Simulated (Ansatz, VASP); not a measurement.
**One calculation of NaAl5O2, two programs**

```xyz
8
Lattice="1.4466 0.8352 14.5594 -1.4466 0.8352 14.5594 0.0000 -1.6703 14.5594" Properties=species:S:1:pos:R:3 pbc="T T T"
Na    0.0000    0.0000    0.0000
Al    0.0000    0.0000   11.8573
Al    0.0000    0.0000   31.8209
Al    0.0000    0.0000   38.7343
Al    0.0000    0.0000    4.9440
Al    0.0000    0.0000   21.8391
O     0.0000    0.0000   27.4574
O     0.0000    0.0000   16.2209
```

Alike in both runs: functional PBE; k mesh 6 × 6 × 6; occupations gaussian, width 0.2 eV; no spin polarisation.

Ansatz relaxed the structure, and its values are those at the end. VASP's run is a single point on that final structure, the one shown.

```csv
,VASP,Ansatz
version,VASP 6.6.1,Ansatz 0.2.0
potentials or method,"VASP PAW PBE potentials, release 64 (Na_pv, Al, O), cutoff 520 eV","scalar-relativistic, plane waves, PAW"
valence electrons in the cell,34,36
```

```csv
,VASP,Ansatz,Ansatz less VASP
gap on the k mesh at the Fermi level (eV),none,none,-
pressure (GPa),0.3,0.4,+0.01
rms of the force components (eV/Å),0.027,0.023,-0.0042
```

A gap of «none» marks a metal or a gap that the smearing closes. The functional is the same, so the differences come from potentials, cutoffs and numerics. VASP's potentials hold 34 valence electrons a cell and Ansatz's 36, so a difference there can come from the potentials and not from the codes.

The k mesh is coarse, so the values compare programs but aren't converged.
